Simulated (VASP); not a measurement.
Wanted: the native input for a VASP 6.6.1 run.

```
Task                   : single point
Functional             : PBE
Potentials or basis    : VASP PAW PBE potentials, release 64 (Hf_pv, O)
Cutoff                 : 520 eV
k mesh                 : 4 × 4 × 4
Occupations            : gaussian, width 0.01 eV
Spin                   : no spin polarisation
Dipole correction      : no
Further INCAR settings : ALGO = Normal; EDIFF = 1e-07; NBANDS = 56
```

The structure of HfO2 lies in POSCAR:

```
HfO2
1.0
    5.2938024312      0.0000000000      0.0000000000
    0.0000000000      5.0689527237      0.0000000000
    0.0000000000      0.0000000000      5.1010076980
Hf O
4 8
Direct
    0.9673571414      0.7336959947      0.7502809306
    0.0326428586      0.2663040053      0.2502809306
    0.4673571414      0.2663040053      0.7502809306
    0.5326428586      0.7336959947      0.2502809306
    0.6346558402      0.9324149045      0.8935680379
    0.3653441598      0.0675850955      0.3935680379
    0.1346558402      0.0675850955      0.8935680379
    0.8653441598      0.9324149045      0.3935680379
    0.7707736542      0.4627978136      0.0001510315
    0.2292263458      0.5372021864      0.5001510315
    0.2707736542      0.5372021864      0.0001510315
    0.7292263458      0.4627978136      0.5001510315
```

The input as run:

INCAR

```
SYSTEM = HfO2
ALGO     = Normal         ! electronic algorithm
EDIFF    = 1E-7           ! SCF threshold, eV
ENCUT    = 520            ! plane-wave cutoff, eV
GGA      = PE             ! functional
ISIF     = 2              ! what is computed and relaxed
ISMEAR   = 0              ! smearing method
LASPH    = .True.         ! aspherical terms in the spheres
LCHARG   = .True.         ! write CHGCAR
LELF     = .True.         ! ELF
LREAL    = .False.        ! projectors in reciprocal space
LVHAR    = .True.       
LWAVE    = .False.        ! write WAVECAR
NBANDS   = 56             ! bands
NELM     = 60             ! most SCF steps
PREC     = Accurate       ! precision mode
SIGMA    = 0.01           ! smearing width, eV
```

KPOINTS

```
k-points
0
Gamma
  4 4 4
  0 0 0
```

Potentials or basis: VASP PAW PBE potentials, release 64 (Hf_pv, O).

Command:

```sh
$ cat potpaw_PBE.64/Hf_pv/POTCAR potpaw_PBE.64/O/POTCAR > POTCAR
$ mpirun -np 1 vasp_std > vasp.out
```

Results of the run:

```json
{
  "Pressure": "-3.1 GPa",
  "Largest force": "0.055 eV/Å",
  "Band gap on the k mesh": "4.36 eV (least direct gap 4.57 eV)"
}
```

Caveat: the cell stands under tension; spin-orbit coupling is left out, which moves the levels of the heavy elements.

Run time: 3.8 min on 1 thread of Intel Xeon 8259CL, on a shared host, peak memory 0.33 GiB.
